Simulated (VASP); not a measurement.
# SnO3 (P-1) in VASP: single point with PBE

Aim: the single point of SnO3 with PBE.

Everything below comes from runs of VASP 6.6.1. Logs are shortened: lines on timing, memory, paths and dates and some standing lists are left out, and cuts for length are marked.

### Step 1. The cell of the first run

The typed cell holds 8 atoms: a = 3.394 Å, b = 4.037 Å, c = 7.535 Å, α = 74.60°, β = 89.28°, γ = 87.36°.

### Step 2. Single point, PBE (12.43 Å³/atom)

The input, INCAR:

```
PREC = Accurate
ENCUT = 520
EDIFF = 1E-6
ISMEAR = 0
SIGMA = 0.02
LREAL = F
LASPH = T
NELM = 100
ALGO = Normal
ISIF = 2
LWAVE = F
LCHARG = T
GGA = PE
LELF = T
LVHAR = T
NBANDS = 42
```

The input, KPOINTS:

```
regular mesh
0
Gamma
  8 8 4
```

The input, POSCAR:

```
SnO3
1.0
    3.3935846576     -0.0020096321     -0.0101381102
    0.1887662558      4.0267135093      0.2095770008
    0.1177599892      1.6180045254      7.3582714752
Sn O
2 6
Direct
    0.2503179541      0.3279086104      0.3428768711
    0.7496820459      0.6720913896      0.6571231289
    0.8280418595      0.5911664919      0.1673863693
    0.6721910300      0.2385947451      0.1671191533
    0.7500172430      0.2301130250      0.5400149408
    0.1719581405      0.4088335081      0.8326136307
    0.3278089700      0.7614052549      0.8328808467
    0.2499827570      0.7698869750      0.4599850592
```

Potentials or basis: VASP PAW PBE potentials, release 64 (Sn_d, O).

The run is started by

```sh
cat potpaw_PBE.64/Sn_d/POTCAR potpaw_PBE.64/O/POTCAR > POTCAR
mpirun -np 1 vasp_std > vasp.out
```

OUTCAR:

```text
PREC = Accurate
   ENCUT = 520
   EDIFF = 1E-6
   ISMEAR = 0
   LREAL = F
   LASPH = T
   NELM = 100
   ISIF = 2
   GGA = PE

 ion  position               nearest neighbor table
   1  0.250  0.328  0.343-   4 2.02   3 2.02   8 2.19   8 2.19   5 2.22   5 2.22   3 2.47   4 2.47
                             2 3.44   2 3.44   2 3.53   2 3.53
   2  0.750  0.672  0.657-   7 2.02   6 2.02   5 2.19   5 2.19   8 2.22   8 2.22   6 2.47   7 2.47
                             1 3.44   1 3.44   1 3.53   1 3.53
   3  0.828  0.591  0.167-   4 1.54   1 2.02   1 2.47
   4  0.672  0.239  0.167-   3 1.54   1 2.02   1 2.47
   5  0.750  0.230  0.540-   2 2.19   2 2.19   1 2.22   1 2.22
   6  0.172  0.409  0.833-   7 1.54   2 2.02   2 2.47
   7  0.328  0.761  0.833-   6 1.54   2 2.02   2 2.47
   8  0.250  0.770  0.460-   1 2.19   1 2.19   2 2.22   2 2.22

  LATTYP: Found a triclinic cell.
 ALAT       =     4.0365798524
 B/A-ratio  =     1.8688894820
 C/A-ratio  =     0.8407118204
 COS(alpha) =     0.0120541675
 COS(beta)  =     0.0460178522
 COS(gamma) =     0.2697517142

  Lattice vectors:

 A1 = (  -0.1887662558,  -4.0267135093,  -0.2095770008)
 A2 = (  -0.0710062666,  -2.4087089839,   7.1486944744)
 A3 = (  -3.3935846576,   0.0020096321,   0.0101381102)

Analysis of symmetry for initial positions (statically):
=====================================================================
 Subroutine PRICEL returns:
 Original cell was already a primitive cell.

 Routine SETGRP: Setting up the symmetry group for a
 triclinic supercell.

 Subroutine GETGRP returns: Found  2 space group operations
 (whereof  2 operations were pure point group operations)
 out of a pool of  2 trial point group operations.

The static configuration has the point symmetry S_2 .

Analysis of symmetry for dynamics (positions and initial velocities):
=====================================================================
 Subroutine PRICEL returns:
 Original cell was already a primitive cell.

 Routine SETGRP: Setting up the symmetry group for a
 triclinic supercell.

 Subroutine GETGRP returns: Found  2 space group operations
 (whereof  2 operations were pure point group operations)
 out of a pool of  2 trial point group operations.

The dynamic configuration has the point symmetry S_2 .

 Subroutine INISYM returns: Found  2 space group operations
 (whereof  2 operations are pure point group operations),
 and found     1 'primitive' translations

----------------------------------------------------------------------------------------

                                     Primitive cell

  volume of cell :      99.4044

  direct lattice vectors                    reciprocal lattice vectors
     3.393584658 -0.002009632 -0.010138110     0.294660457 -0.013724877 -0.001697722
     0.188766256  4.026713509  0.209577001    -0.000016258  0.251217287 -0.055239711
     0.117759989  1.618004525  7.358271475     0.000406442 -0.007174037  0.137472471

  length of vectors
     3.393600396  4.036579852  7.534982758     0.294984812  0.257218878  0.137660133

  position of ions in fractional coordinates (direct lattice)
     0.250317954  0.327908610  0.342876871
     0.749682046  0.672091390  0.657123129
     0.828041859  0.591166492  0.167386369
     0.672191030  0.238594745  0.167119153
     0.750017243  0.230113025  0.540014941
     0.171958141  0.408833508  0.832613631
     0.327808970  0.761405255  0.832880847
     0.249982757  0.769886975  0.459985059

  ion indices of the primitive-cell ions
   primitive index   ion index
                 1           1
                 2           2
                 3           3
                 4           4
                 5           5
                 6           6
                 7           7
                 8           8

----------------------------------------------------------------------------------------

 KPOINTS: regular mesh

Automatic generation of k-mesh.
 Grid dimensions read from file:
 generate k-points for:    8    8    4

 Generating k-lattice:

  Cartesian coordinates                     Fractional coordinates (reciprocal lattice)
     0.036832557 -0.001715610 -0.000212215     0.125000000 -0.000000000 -0.000000000
    -0.000002032  0.031402161 -0.006904964     0.000000000  0.125000000 -0.000000000
     0.000101610 -0.001793509  0.034368118    -0.000000000  0.000000000  0.250000000

  Length of vectors
     0.036873102  0.032152360  0.034415033

  Shift w.r.t. Gamma in fractional coordinates (k-lattice)
     0.000000000  0.000000000  0.000000000

 Subroutine IBZKPT returns following result:
 ===========================================

 Found    132 irreducible k-points:

 Following reciprocal coordinates:
            Coordinates               Weight
  0.000000  0.000000  0.000000      1.000000
  0.125000  0.000000 -0.000000      2.000000
  0.250000  0.000000 -0.000000      2.000000
  0.375000  0.000000 -0.000000      2.000000
  0.500000  0.000000 -0.000000      1.000000
  0.000000  0.125000  0.000000      2.000000
[... 16 lines left out ...]
  0.125000  0.375000  0.000000      2.000000
  0.250000  0.375000  0.000000      2.000000
 [... further k-points ...]
   k-points           NKPTS =    132   k-points in BZ     NKDIM =    132   number of bands    NBANDS=     42
   number of dos      NEDOS =    301   number of ions     NIONS =      8
   total plane-waves  NPLWV =  47040
   dimension x,y,z NGX =    28 NGY =   30 NGZ =   56
   dimension x,y,z NGXF=    56 NGYF=   60 NGZF=  112
   ions per type =               2   6
   NGX,Y,Z   is equivalent  to a cutoff of  13.72, 12.36, 12.36 a.u.
   NGXF,Y,Z  is equivalent  to a cutoff of  27.43, 24.71, 24.71 a.u.
 SYSTEM =  unknown system
   PREC   = accura    normal or accurate (medium, high low for compatibility)
   ISTART =      0    job   : 0-new  1-cont  2-samecut
   ICHARG =      2    charge: 1-file 2-atom 10-const
   ISPIN  =      1    spin polarized calculation?
   LNONCOLLINEAR =      F non collinear calculations
   LSORBIT =      F    spin-orbit coupling
   LASPH  =      T    aspherical Exc in radial PAW
   ENCUT  =  520.0 eV  38.22 Ry    6.18 a.u.   6.31  7.51 14.01*2*pi/ulx,y,z
   NELM   =    100;   NELMIN=  2; NELMDL= -5     # of ELM steps
   EDIFF  = 0.1E-05   stopping-criterion for ELM
   LREAL  =      F    real-space projection
   EDIFFG = 0.1E-04   stopping-criterion for IOM
   NSW    =      0    number of steps for IOM
   IBRION =     -1    ionic relax: 0-MD 1-quasi-New 2-CG
   NFREE  =      0    steps in history (QN), initial steepest desc. (CG)
   ISIF   =      2    stress and relaxation
   ISYM   =      2    0-nonsym 1-usesym 2-fastsym
   POTIM  = 0.5000    time-step for ionic-motion
   TEBEG  =    0.0;   TEEND  =   0.0 temperature during run
   PSTRESS=    0.0 pullay stress
   NELECT =      64.0000    total number of electrons
   NUPDOWN=      -1.0000    fix difference up-down
   EMIN   =  10.00;   EMAX   =-10.00  energy-range for DOS
   EFERMI =   0.00;   METHOD = LEGACY
   ISMEAR =     0;   SIGMA  =   0.02  broadening in eV -4-tet -1-fermi 0-gaus
   EFERMI_NEDOS =   21; number of points for ismear=-14 and -15
   IALGO  =     38    algorithm
   IMIX   =      4    mixing-type and parameters
     AMIX     =   0.40;   BMIX     =  1.00
     AMIX_MAG =   1.60;   BMIX_MAG =  1.00
  volume/ion in A,a.u.               =      12.43        83.85
  Fermi-wavevector in a.u.,A,eV,Ry     =   1.413621  2.671356 27.188843  1.998324
  Thomas-Fermi vector in A             =   2.535247
   LORBIT       =      0    0 simple, 1 ext, 2 COOP (PROOUT), +10 PAW based schemes
   GGA     = PE    functional components
   LHFCALC =     F    Hartree Fock is set to
   AEXX    =    0.0000 exact exchange contribution
   IVDW    =     0    specifies the selected vdW correction
   LEPSILON=     F    determine dielectric tensor
   LRPA    =     F    only Hartree local field effects (RPA)
 non-spin polarized calculation
 Gauss-broadening in eV      SIGMA  =   0.02
  energy-cutoff  :      520.00
  volume of cell :       99.40
 maximum number of plane-waves:      2701
 NGX is ok and might be reduce to    28
   NGX = 13   NGY = 15   NGZ = 29

 number of electron      64.0000006 magnetization

 Free energy of the ion-electron system (eV)
  ---------------------------------------------------
  ext. energy  EPLUGINS =         0.00000000
  ---------------------------------------------------
  free energy    TOTEN  =       -43.15978131 eV

  energy without entropy =      -43.15978131  energy(sigma->0) =      -43.15978131

 E-fermi :   4.8144     XC(G=0): -10.4702

 val. band max:        4.6925958527   @ k =   0.0000   0.0000   0.0000
 cond. band min:       5.3821565618   @ k =   0.0000   0.0000   0.0000
 fundamental gap:      0.6895607091
 Fermi energy:         4.8144299601

 k-point     1 :       0.0000    0.0000    0.0000
  band No.  band energies     occupation
      1     -17.5147      2.00000
      2     -17.3441      2.00000
      3     -16.8442      2.00000
      4     -16.7610      2.00000
      5     -16.7372      2.00000
      6     -16.6922      2.00000
[... 34 lines left out ...]
     41      14.5190      0.00000
     42      15.3842      0.00000

 k-point     2 :       0.1250    0.0000   -0.0000
  band No.  band energies     occupation
      1     -17.4772      2.00000
      2     -17.3889      2.00000
      3     -17.0348      2.00000
      4     -16.7769      2.00000
      5     -16.7410      2.00000
      6     -16.6851      2.00000
[... 34 lines left out ...]
     41      13.9936      0.00000
     42      15.2129      0.00000

 k-point     3 :       0.2500    0.0000   -0.0000
  band No.  band energies     occupation
      1     -17.5403      2.00000
      2     -17.4861      2.00000
      3     -17.1955      2.00000
      4     -16.7835      2.00000
      5     -16.7234      2.00000
      6     -16.6775      2.00000
[... 897 lines left out ...]
      4     -16.9160      2.00000
      5     -16.7392      2.00000
      6     -16.7108      2.00000
[... 34 lines left out ...]
     41      14.2913      0.00000
     42      14.7258      0.00000

 k-point    24 :       0.2500    0.3750    0.0000
  band No.  band energies     occupation
      1     -17.4951      2.00000
      2     -17.4623      2.00000
      3     -17.0555      2.00000
      4     -16.9513      2.00000
      5     -16.7572      2.00000
      6     -16.7021      2.00000
[... 34 lines left out ...]
     41      13.6213      0.00000
     42      14.7597      0.00000

 [... further k-points ...]

------------------------ aborting loop because EDIFF is reached ----------------------------------------

  FORCE on cell =-STRESS in cart. coord.  units (eV):
  Direction    XX          YY          ZZ          XY          YZ          ZX
  --------------------------------------------------------------------------------------
  -------------------------------------------------------------------------------------
  Total        2.2908819      2.3959653      2.0922896      0.0264640      0.0113092     -0.0013499
  in kB       36.9238989     38.6176078     33.7230334      0.4265412      0.1822783     -0.0217578
  external PRESSURE =      36.4215133 kB  Pullay stress =       0.0000000 kB

 VOLUME and BASIS-vectors are now :
 -----------------------------------------------------------------------------
  energy-cutoff  :      520.00
  volume of cell :       99.40
      direct lattice vectors                 reciprocal lattice vectors
     3.393584658 -0.002009632 -0.010138110     0.294660457 -0.013724877 -0.001697722
     0.188766256  4.026713509  0.209577001    -0.000016258  0.251217287 -0.055239711
     0.117759989  1.618004525  7.358271475     0.000406442 -0.007174037  0.137472471

 POSITION                                       TOTAL-FORCE (eV/Angst)
 -----------------------------------------------------------------------------------
      0.95175      1.87467      2.58917        -0.001016      0.000548      0.007495
      2.74836      3.76804      4.96854         0.001016     -0.000548     -0.007495
      2.94133      2.64963      1.34717         0.009400      0.173806     -0.034617
      2.34586      1.22980      1.27290        -0.009133     -0.167841     -0.052573
      2.65228      1.79884      4.01420        -0.000849      0.001117      0.005167
      0.75878      2.99308      6.21054        -0.009400     -0.173806      0.034617
      1.35426      4.41291      6.28481         0.009133      0.167841      0.052573
      1.04783      3.84387      3.54351         0.000849     -0.001117     -0.005167
 -----------------------------------------------------------------------------------
    total drift:                                0.000000     -0.000000     -0.000000

  FREE ENERGIE OF THE ION-ELECTRON SYSTEM (eV)
  ---------------------------------------------------
  free  energy   TOTEN  =       -43.1597813078 eV

  energy  without entropy=      -43.1597813078  energy(sigma->0) =      -43.15978131
```

Wall time 18 min (1 thread of Intel Xeon 8259CL, shared host); peak memory 0.47 GiB.

Results:

* Free energy: -43.1598 eV
* Pressure: 3.6 GPa
* Largest force: 0.177 eV/Å
* Band gap on the k mesh: 0.69 eV

Forces in eV/Å, atoms in the order of the input:
```
Sn  -0.001  0.001  0.007
Sn   0.001 -0.001 -0.007
O    0.009  0.174 -0.035
O   -0.009 -0.168 -0.053
O   -0.001  0.001  0.005
O   -0.009 -0.174  0.035
O    0.009  0.168  0.053
O    0.001 -0.001 -0.005
```

Stress tensor (GPa, compression positive):
```
3.69 0.04 0.00
0.04 3.86 0.02
0.00 0.02 3.37
```

Caveat: the cell stands under pressure; spin-orbit coupling is left out, which moves the levels of the heavy elements. A k mesh can miss the band edges.
